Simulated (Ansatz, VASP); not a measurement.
Two plane-wave programs on Y

```
Y
1.0
     0.00000    2.68380    2.68380
     2.68380    0.00000    2.68380
     2.68380    2.68380    0.00000
Y
1
Direct
  0.00000 0.00000 0.00000
```

Change from the starting cell: strain +0.080 along x and y, +0.080 along z, atoms carried along.

Alike in both runs: task single point; functional r2SCAN; k mesh 16 × 16 × 16; occupations gaussian, width 0.15 eV; no spin polarisation.

```csv
,VASP,Ansatz
version,VASP 6.6.1,Ansatz 0.2.0
potentials or method,"VASP PAW PBE potentials, release 64 (Y_sv), cutoff 520 eV","scalar-relativistic, plane waves, PAW"
valence electrons in the cell,11,11
```

|  | VASP | Ansatz | Ansatz less VASP |
| --- | --- | --- | --- |
| gap on the k mesh at the Fermi level (eV) | none | none | - |
| pressure (GPa) | -4.4 | -4.5 | -0.06 |

VASP's potentials were made for PBE, not for r2SCAN. A gap of «none» marks a metal or a gap that the smearing closes. With one functional, cell and mesh, what is left measures potentials, basis and numerics.
